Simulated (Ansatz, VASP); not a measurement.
# One calculation of TeRh, two programs

```
Te Rh
1.0
     3.79050    0.00000    0.00000
    -1.89525    3.28267    0.00000
     0.00000    0.00000    5.37700
Te Rh
2 2
Cartesian
  0.0000 2.1884 1.3442
  1.8952 1.0942 4.0328
  0.0000 0.0000 0.0000
  0.0000 0.0000 2.6885
```

Change from the starting cell: strain -0.050 along x and y, -0.050 along z, atoms carried along.

Alike in both runs: task single point; functional LDA; k mesh 15 × 15 × 8; occupations gaussian, width 0.15 eV; no spin polarisation.

|  | VASP | Ansatz |
| --- | --- | --- |
| version | VASP 6.6.1 | Ansatz 0.2.0 |
| potentials or method | VASP PAW LDA potentials, release 64 (Te, Rh_pv), cutoff 520 eV | scalar-relativistic, plane waves, PAW |
| valence electrons in the cell | 42 | 66 |

|  | VASP | Ansatz | Ansatz less VASP |
| --- | --- | --- | --- |
| gap on the k mesh at the Fermi level (eV) | none | none | - |
| pressure (GPa) | 28.9 | 28.5 | -0.36 |
| traceless stress, the component that is largest in VASP (GPa) | -0.59 | -0.66 | -0.072 |

LDA's correlation is that of Perdew and Zunger in VASP and of Perdew and Wang (1992) in Ansatz. A gap of «none» marks a metal or a gap that the smearing closes. Both programs put the cell under a high pressure, so it lies far from rest at this level. VASP's potentials hold 42 valence electrons a cell and Ansatz's 66, so a difference there can come from the potentials and not from the codes.

Spin-orbit coupling is off throughout.
